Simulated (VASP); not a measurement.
Write the native input for VASP 6.6.1 that does the following.

| Quantity | Value |
| --- | --- |
| Task | single point |
| Functional | r2SCAN |
| Potentials or basis | VASP PAW PBE potentials, release 64 (Cu, Zn, Os, S) |
| Cutoff | 520 eV |
| k mesh | 5 × 5 × 5 |
| Occupations | fermi-dirac, width 0.0269 eV |
| Spin | no spin polarisation |
| Dipole correction | no |
| Further INCAR settings | ALGO = Normal; EDIFF = 1e-07; NBANDS = 43 |

Crystal: ZnCu2OsS4.

```
Cu Zn Os S
1.0
     0.00000    5.27831    0.00000
     5.27831    0.00000    0.00000
     2.63916    2.63916   -5.24818
Cu Zn Os S
2 1 1 4
Direct
  0.00000 0.00000 0.00000
  0.75000 0.25000 0.50000
  0.25000 0.75000 0.50000
  0.50000 0.50000 0.00000
  0.38096 0.87375 0.75530
  0.12625 0.13626 0.24470
  0.86374 0.37096 0.75530
  0.62904 0.61904 0.24470
```

The input as run:

POSCAR

```
ZnCu2OsS4
1.0
    0.0000000000      5.2783122078     -0.0000002498
    5.2783122078      0.0000000000     -0.0000002498
    2.6391558555      2.6391558555     -5.2481777173
Cu Zn Os S
2 1 1 4
Direct
    0.0000000000      0.0000000000      0.0000000000
    0.7500000000      0.2500000000      0.5000000000
    0.2500000000      0.7500000000      0.5000000000
    0.5000000000      0.5000000000      0.0000000000
    0.3809642786      0.8737469675      0.7552977566
    0.1262530325      0.1362620351      0.2447022434
    0.8637379649      0.3709552760      0.7552977566
    0.6290447240      0.6190357214      0.2447022434
```

INCAR.step1

```
SYSTEM = ZnCu2OsS4
  ALGO = Normal
  EDIFF = 1E-4
  ENCUT = 520
  GGA = PE
  ISMEAR = -1
  LASPH = .TRUE.
  LCHARG = .FALSE.
  LREAL = .FALSE.
  LWAVE = .TRUE.
  NBANDS = 43
  NELM = 100
  PREC = Accurate
  SIGMA = 0.0269
```

INCAR.step2

```
SYSTEM = ZnCu2OsS4
  ALGO = Normal
  EDIFF = 1E-7
  ENCUT = 520
  ISIF = 2
  ISMEAR = -1
  ISTART = 1
  LASPH = .TRUE.
  LCHARG = .FALSE.
  LMIXTAU = .TRUE.
  LREAL = .FALSE.
  LWAVE = .FALSE.
  METAGGA = R2SCAN
  NBANDS = 43
  NELM = 100
  PREC = Accurate
  SIGMA = 0.0269
```

KPOINTS

```
k-points
0
G
  5 5 5
  0 0 0
```

Potentials or basis: VASP PAW PBE potentials, release 64 (Cu, Zn, Os, S).

Launch:

```console
$ cat potpaw_PBE.64/Cu/POTCAR potpaw_PBE.64/Zn/POTCAR potpaw_PBE.64/Os/POTCAR potpaw_PBE.64/S/POTCAR > POTCAR
$ cp INCAR.step1 INCAR
$ mpirun -np 1 vasp_std > vasp.out
$ cp INCAR.step2 INCAR
$ mpirun -np 1 vasp_std > vasp.out
```

Results of the run:

The pressure is 0.3 GPa and the largest force is 0.074 eV/Å. The band gap on the k mesh is 0.18 eV, indirect (least direct gap 0.48 eV).

Caveat: the PAW data sets were made with another functional, which shifts forces and pressure a little; spin-orbit coupling is left out, which moves the levels of the heavy elements.

Run time: 5.9 min on 1 thread of Intel(R) Xeon(R) Platinum 8488C (Sapphire Rapids) (shared host), peak memory 0.37 GiB.
